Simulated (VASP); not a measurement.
# GaAs (F-43m) in VASP: settings compared

GaAs is run at these levels: PBEsol, r2SCAN; tasks: single point.

Program: VASP 6.6.1. These are calculated values, not measurements. Logs are shortened: lines on timing, memory, paths and dates and some standing lists are left out, and cuts for length are marked.

**1. The cell of the first run**

The structure is cubic, space group F-43m (No. 216). The conventional cell has a = 5.660 Å, b = 5.660 Å, c = 5.660 Å, α = 90.00°, β = 90.00°, γ = 90.00°. Within 3.2 Å of Ga (site symmetry -43m) lie 4 As at 2.45 Å. Within 3.2 Å of As (site symmetry -43m) lie 4 Ga at 2.45 Å.

**2. Single point, PBEsol**

INCAR

```
SYSTEM = GaAs
PREC = Accurate
ENCUT = 520
EDIFF = 1E-7
ISMEAR = -1
SIGMA = 0.05
LREAL = .False.
LASPH = .True.
NELM = 60
ALGO = Normal
ISIF = 2
LWAVE = .False.
LCHARG = .False.
GGA = PS
NBANDS = 16
```

KPOINTS

```
regular mesh
0
Gamma
  7 7 7
  0 0 0
```

POSCAR

```
GaAs
1.0
    0.0000000000      2.8300000000      2.8300000000
    2.8300000000      0.0000000000      2.8300000000
    2.8300000000      2.8300000000      0.0000000000
Ga As
1 1
Direct
    0.0000000000      0.0000000000      0.0000000000
    0.2500000000      0.2500000000      0.2500000000
```

Potentials or basis: VASP PAW PBE potentials, release 64 (Ga_d, As).

Launch:

```bash
$ cat potpaw_PBE.64/Ga_d/POTCAR potpaw_PBE.64/As/POTCAR > POTCAR
$ mpirun -np 1 vasp_std > vasp.out
```

OUTCAR:

```text
SYSTEM = GaAs
   PREC = Accurate
   ENCUT = 520
   EDIFF = 1E-7
   ISMEAR = -1
   LREAL = .False.
   LASPH = .True.
   NELM = 60
   ISIF = 2
   GGA = PS

 ion  position               nearest neighbor table
   1  0.000  0.000  0.000-   2 2.45   2 2.45   2 2.45   2 2.45
   2  0.250  0.250  0.250-   1 2.45   1 2.45   1 2.45   1 2.45

  LATTYP: Found a face centered cubic cell.
 ALAT       =     5.6600000000

  Lattice vectors:

 A1 = (   0.0000000000,   2.8300000000,   2.8300000000)
 A2 = (   2.8300000000,   0.0000000000,   2.8300000000)
 A3 = (   2.8300000000,   2.8300000000,   0.0000000000)

Analysis of symmetry for initial positions (statically):
=====================================================================
 Subroutine PRICEL returns:
 Original cell was already a primitive cell.

 Routine SETGRP: Setting up the symmetry group for a
 face centered cubic supercell.

 Subroutine GETGRP returns: Found 24 space group operations
 (whereof 24 operations were pure point group operations)
 out of a pool of 48 trial point group operations.

The static configuration has the point symmetry T_d .

Analysis of symmetry for dynamics (positions and initial velocities):
=====================================================================
 Subroutine PRICEL returns:
 Original cell was already a primitive cell.

 Routine SETGRP: Setting up the symmetry group for a
 face centered cubic supercell.

 Subroutine GETGRP returns: Found 24 space group operations
 (whereof 24 operations were pure point group operations)
 out of a pool of 48 trial point group operations.

The dynamic configuration has the point symmetry T_d .

 Subroutine INISYM returns: Found 24 space group operations
 (whereof 24 operations are pure point group operations),
 and found     1 'primitive' translations

----------------------------------------------------------------------------------------

                                     Primitive cell

  volume of cell :      45.3304

  direct lattice vectors                    reciprocal lattice vectors
     0.000000000  2.830000000  2.830000000    -0.176678445  0.176678445  0.176678445
     2.830000000  0.000000000  2.830000000     0.176678445 -0.176678445  0.176678445
     2.830000000  2.830000000  0.000000000     0.176678445  0.176678445 -0.176678445

  length of vectors
     4.002224382  4.002224382  4.002224382     0.306016044  0.306016044  0.306016044

  position of ions in fractional coordinates (direct lattice)
     0.000000000  0.000000000  0.000000000
     0.250000000  0.250000000  0.250000000

  ion indices of the primitive-cell ions
   primitive index   ion index
                 1           1
                 2           2

----------------------------------------------------------------------------------------

 KPOINTS: regular mesh

Automatic generation of k-mesh.
 Grid dimensions read from file:
 generate k-points for:    7    7    7

 Generating k-lattice:

  Cartesian coordinates                     Fractional coordinates (reciprocal lattice)
    -0.025239778  0.025239778  0.025239778     0.142857143  0.000000000  0.000000000
     0.025239778 -0.025239778  0.025239778     0.000000000  0.142857143  0.000000000
     0.025239778  0.025239778 -0.025239778     0.000000000  0.000000000  0.142857143

  Length of vectors
     0.043716578  0.043716578  0.043716578

  Shift w.r.t. Gamma in fractional coordinates (k-lattice)
     0.000000000  0.000000000  0.000000000

 Subroutine IBZKPT returns following result:
 ===========================================

 Found     20 irreducible k-points:

 Following reciprocal coordinates:
            Coordinates               Weight
  0.000000  0.000000  0.000000      1.000000
  0.142857  0.000000  0.000000      8.000000
  0.285714  0.000000  0.000000      8.000000
  0.428571  0.000000  0.000000      8.000000
  0.142857  0.142857  0.000000      6.000000
  0.285714  0.142857  0.000000     24.000000
[... 12 lines left out ...]
 -0.428571  0.428571  0.142857     24.000000
 -0.285714  0.428571  0.142857     24.000000
   k-points           NKPTS =     20   k-points in BZ     NKDIM =     20   number of bands    NBANDS=     16
   number of dos      NEDOS =    301   number of ions     NIONS =      2
   total plane-waves  NPLWV =  27000
   dimension x,y,z NGX =    30 NGY =   30 NGZ =   30
   dimension x,y,z NGXF=    60 NGYF=   60 NGZF=   60
   ions per type =               1   1
   NGX,Y,Z   is equivalent  to a cutoff of  12.46, 12.46, 12.46 a.u.
   NGXF,Y,Z  is equivalent  to a cutoff of  24.92, 24.92, 24.92 a.u.
 SYSTEM =  GaAs
   PREC   = accura    normal or accurate (medium, high low for compatibility)
   ISTART =      0    job   : 0-new  1-cont  2-samecut
   ICHARG =      2    charge: 1-file 2-atom 10-const
   ISPIN  =      1    spin polarized calculation?
   LNONCOLLINEAR =      F non collinear calculations
   LSORBIT =      F    spin-orbit coupling
   LASPH  =      T    aspherical Exc in radial PAW
   ENCUT  =  520.0 eV  38.22 Ry    6.18 a.u.   7.44  7.44  7.44*2*pi/ulx,y,z
   NELM   =     60;   NELMIN=  2; NELMDL= -5     # of ELM steps
   EDIFF  = 0.1E-06   stopping-criterion for ELM
   LREAL  =      F    real-space projection
   EDIFFG = 0.1E-05   stopping-criterion for IOM
   NSW    =      0    number of steps for IOM
   IBRION =     -1    ionic relax: 0-MD 1-quasi-New 2-CG
   NFREE  =      0    steps in history (QN), initial steepest desc. (CG)
   ISIF   =      2    stress and relaxation
   ISYM   =      2    0-nonsym 1-usesym 2-fastsym
   POTIM  = 0.5000    time-step for ionic-motion
   TEBEG  =    0.0;   TEEND  =   0.0 temperature during run
   PSTRESS=    0.0 pullay stress
   NELECT =      18.0000    total number of electrons
   NUPDOWN=      -1.0000    fix difference up-down
   EMIN   =  10.00;   EMAX   =-10.00  energy-range for DOS
   EFERMI =   0.00;   METHOD = LEGACY
   ISMEAR =    -1;   SIGMA  =   0.05  broadening in eV -4-tet -1-fermi 0-gaus
   EFERMI_NEDOS =   21; number of points for ismear=-14 and -15
   IALGO  =     38    algorithm
   IMIX   =      4    mixing-type and parameters
     AMIX     =   0.40;   BMIX     =  1.00
     AMIX_MAG =   1.60;   BMIX_MAG =  1.00
  volume/ion in A,a.u.               =      22.67       152.95
  Fermi-wavevector in a.u.,A,eV,Ry     =   1.203287  2.273883 19.699871  1.447900
  Thomas-Fermi vector in A             =   2.339045
   LORBIT       =      0    0 simple, 1 ext, 2 COOP (PROOUT), +10 PAW based schemes
   GGA     = PS    functional components
   LHFCALC =     F    Hartree Fock is set to
   AEXX    =    0.0000 exact exchange contribution
   IVDW    =     0    specifies the selected vdW correction
   LEPSILON=     F    determine dielectric tensor
   LRPA    =     F    only Hartree local field effects (RPA)
 non-spin polarized calculation
  energy-cutoff  :      520.00
  volume of cell :       45.33
 maximum number of plane-waves:      1243
 NGX is ok and might be reduce to    30
   NGX = 15   NGY = 15   NGZ = 15

 number of electron      17.9999992 magnetization

 Free energy of the ion-electron system (eV)
  ---------------------------------------------------
  ext. energy  EPLUGINS =         0.00000000
  ---------------------------------------------------
  free energy    TOTEN  =        -9.08125697 eV

  energy without entropy =       -9.08118380  energy(sigma->0) =       -9.08122038

 E-fermi :   4.0201     XC(G=0):  -9.7563

 val. band max:        3.7771225831   @ k =   0.0000   0.0000   0.0000
 cond. band min:       4.2065952878   @ k =   0.0000   0.0000   0.0000
 fundamental gap:      0.4294727047
 Fermi energy:         4.0201175757

 k-point     1 :       0.0000    0.0000    0.0000
  band No.  band energies     occupation
      1     -10.9971      2.00000
      2     -10.9971      2.00000
      3     -10.9971      2.00000
      4     -10.9180      2.00000
      5     -10.9180      2.00000
      6      -8.9515      2.00000
[... 8 lines left out ...]
     15      13.8755      0.00000
     16      13.8755      0.00000

 k-point     2 :       0.1429    0.0000    0.0000
  band No.  band energies     occupation
      1     -11.0145      2.00000
      2     -10.9926      2.00000
      3     -10.9926      2.00000
      4     -10.9182      2.00000
      5     -10.9182      2.00000
      6      -8.7141      2.00000
[... 8 lines left out ...]
     15      12.8713      0.00000
     16      12.8713      0.00000

 k-point     3 :       0.2857    0.0000    0.0000
  band No.  band energies     occupation
      1     -11.0492      2.00000
      2     -10.9838      2.00000
      3     -10.9838      2.00000
      4     -10.9173      2.00000
      5     -10.9173      2.00000
      6      -8.0686      2.00000
[... 8 lines left out ...]
     15      12.9334      0.00000
     16      12.9334      0.00000

 k-point     4 :       0.4286    0.0000    0.0000
  band No.  band energies     occupation
      1     -11.0739      2.00000
      2     -10.9784      2.00000
      3     -10.9784      2.00000
      4     -10.9147      2.00000
      5     -10.9147      2.00000
      6      -7.3268      2.00000
[... 8 lines left out ...]
     15      14.7108      0.00000
     16      14.7108      0.00000
[... 248 lines left out ...]
 k-point    18 :      -0.4286    0.2857    0.1429
  band No.  band energies     occupation
      1     -11.0860      2.00000
      2     -10.9713      2.00000
      3     -10.9627      2.00000
      4     -10.9251      2.00000
      5     -10.9139      2.00000
      6      -6.8759      2.00000
[... 8 lines left out ...]
     15      14.8019      0.00000
     16      16.1212      0.00000

 k-point    19 :      -0.4286    0.4286    0.1429
  band No.  band energies     occupation
      1     -11.0979      2.00000
      2     -10.9610      2.00000
      3     -10.9538      2.00000
      4     -10.9342      2.00000
      5     -10.9098      2.00000
      6      -6.5964      2.00000
[... 8 lines left out ...]
     15      15.6477      0.00000
     16      17.1442      0.00000

 k-point    20 :      -0.2857    0.4286    0.1429
  band No.  band energies     occupation
      1     -11.0948      2.00000
      2     -10.9665      2.00000
      3     -10.9545      2.00000
      4     -10.9288      2.00000
      5     -10.9138      2.00000
      6      -6.4656      2.00000
[... 8 lines left out ...]
     15      15.1196      0.00000
     16      17.3837      0.00000

------------------------ aborting loop because EDIFF is reached ----------------------------------------

  FORCE on cell =-STRESS in cart. coord.  units (eV):
  Direction    XX          YY          ZZ          XY          YZ          ZX
  --------------------------------------------------------------------------------------
  -------------------------------------------------------------------------------------
  Total        0.0259931      0.0259931      0.0259931      0.0000000      0.0000000      0.0000000
  in kB        0.9187135      0.9187135      0.9187135      0.0000000      0.0000000      0.0000000
  external PRESSURE =       0.9187135 kB  Pullay stress =       0.0000000 kB

 VOLUME and BASIS-vectors are now :
 -----------------------------------------------------------------------------
  energy-cutoff  :      520.00
  volume of cell :       45.33
      direct lattice vectors                 reciprocal lattice vectors
     0.000000000  2.830000000  2.830000000    -0.176678445  0.176678445  0.176678445
     2.830000000  0.000000000  2.830000000     0.176678445 -0.176678445  0.176678445
     2.830000000  2.830000000  0.000000000     0.176678445  0.176678445 -0.176678445

 POSITION                                       TOTAL-FORCE (eV/Angst)
 -----------------------------------------------------------------------------------
      0.00000      0.00000      0.00000         0.000000      0.000000     -0.000000
      1.41500      1.41500      1.41500        -0.000000     -0.000000      0.000000
 -----------------------------------------------------------------------------------
    total drift:                                0.000000      0.000000      0.000000

  FREE ENERGIE OF THE ION-ELECTRON SYSTEM (eV)
  ---------------------------------------------------
  free  energy   TOTEN  =        -9.0812569700 eV

  energy  without entropy=       -9.0811837956  energy(sigma->0) =       -9.08122038
```

Wall time 16 s (1 thread of Intel Xeon 8259CL, shared host); peak memory 0.17 GiB.

Results:

```yaml
Free_energy: -9.0813 eV
Pressure: 0.1 GPa
Band_gap_on_the_k_mesh: 0.43 eV, direct
```

Caveat: the PAW data sets were made with another functional, which shifts forces and pressure a little. As with any semilocal functional, this PBEsol gap is likely too small.

**3. Single point, r2SCAN**

POSCAR is that of step 2.

INCAR.step1

```
PREC     = Accurate       # precision mode
ENCUT    = 520            # plane-wave cutoff, eV
ISMEAR   = -1             # smearing method
SIGMA    = 0.05           # smearing width, eV
LREAL    = False          # projectors in reciprocal space
LASPH    = True           # aspherical terms in the spheres
NELM     = 80             # most SCF steps
NBANDS   = 16             # bands
GGA      = PE             # functional
ALGO     = Normal         # electronic algorithm
EDIFF    = 1E-4           # SCF threshold, eV
LWAVE    = True           # write WAVECAR
LCHARG   = False          # write CHGCAR
```

INCAR.step2

```
PREC     = Accurate       # precision mode
ENCUT    = 520            # plane-wave cutoff, eV
EDIFF    = 1E-7           # SCF threshold, eV
ISMEAR   = -1             # smearing method
SIGMA    = 0.05           # smearing width, eV
LREAL    = False          # projectors in reciprocal space
LASPH    = True           # aspherical terms in the spheres
NELM     = 80             # most SCF steps
ALGO     = Normal         # electronic algorithm
ISIF     = 2              # what is computed and relaxed
LWAVE    = False          # write WAVECAR
LCHARG   = False          # write CHGCAR
METAGGA  = R2SCAN         # meta-GGA
LMIXTAU  = True         
NBANDS   = 16             # bands
ISTART   = 1
```

KPOINTS

```
regular mesh
0
Gamma
  7 7 7
```

Potentials or basis: VASP PAW PBE potentials, release 64 (Ga_d, As).

Launch:

```bash
$ cat potpaw_PBE.64/Ga_d/POTCAR potpaw_PBE.64/As/POTCAR > POTCAR
$ cp INCAR.step1 INCAR
$ mpirun -np 1 vasp_std > vasp.out
$ cp INCAR.step2 INCAR
$ mpirun -np 1 vasp_std > vasp.out
```

Wall time 1.8 min (1 thread of Intel Xeon 8259CL, shared host); peak memory 0.17 GiB.

It converged, with:

* Free energy: -27.0483 eV
* Pressure: 0.4 GPa
* Band gap on the k mesh: 0.97 eV, direct

Levels at points of the mesh, in eV from the valence-band top:
| k point | band 7 | band 8 | band 9 | band 10 | band 11 | band 12 |
| --- | --- | --- | --- | --- | --- | --- |
| (0.00, 0.00, 0.00) | 0.00 | 0.00 | 0.00 | 0.97 | 4.04 | 4.04 |

Caveat: the PAW data sets were made with another functional, which shifts forces and pressure a little. A k mesh can miss the band edges.
